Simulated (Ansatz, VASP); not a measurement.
## Two plane-wave programs on V

```xyz
2
Lattice="2.6043 0.0000 0.0000 -1.3021 2.2554 0.0000 0.0000 0.0000 4.7233" Properties=species:S:1:pos:R:3 pbc="T T T"
V     0.0000    1.5036    1.1808
V     1.3021    0.7518    3.5425
```

Alike in both runs: task single point; functional PBE; k mesh 10 × 10 × 5; occupations fermi-dirac, width 0.05 eV; collinear spin; fixed moment 8 μB.

|  | VASP | Ansatz |
| --- | --- | --- |
| version | VASP 6.6.1 | Ansatz 0.2.0 |
| potentials or method | VASP PAW PBE potentials, release 64 (V_sv) | Ansatz PAW |
| plane-wave cutoff (eV) | 520 | 420 |
| valence electrons in the cell | 26 | 26 |

```csv
,VASP,Ansatz,Ansatz less VASP
net moment per atom (μB),4.00,4.00,0.000
size of the moment on the site where the two differ most (μB),3.29,3.09,-0.196
```

Site moments also hang on the region over which each program counts them. The functional is the same, so the differences come from potentials, cutoffs and numerics.
